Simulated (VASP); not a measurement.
Crystal: Ti.

```
Ti
1.0
     2.91013    0.00000    0.00000
    -1.45507    2.52025    0.00000
     0.00000    0.00000    4.61675
Ti
2
Direct
  0.66667 0.33333 0.75000
  0.33333 0.66667 0.25000
```

Base run:

```yaml
Program: VASP 6.6.1
Functional: r2SCAN
Potentials_or_basis: VASP PAW PBE potentials, release 64 (Ti_sv)
Cutoff: 520 eV
k_mesh: 10 × 10 × 6
Occupations: fermi-dirac, width 0.05 eV
Spin: no spin polarisation
```

Its results: band gap on the k mesh zero (bands 12 and 13 overlap by 1.22 eV); pressure 3.1 GPa.

Q: The run is repeated on the same cell with these changes: functional from r2SCAN to LDA; potentials or basis from VASP PAW PBE potentials, release 64 (Ti_sv) to VASP PAW LDA potentials, release 64 (Ti_sv). What comes out?

A: Band gap on the k mesh zero (bands 12 and 13 overlap by 0.95 eV); pressure -5.9 GPa.

Caveats: the cell stands under pressure (at least some runs); the PAW data sets were made with another functional, which shifts forces and pressure a little (at least some runs); the cell stands under tension (at least some runs).
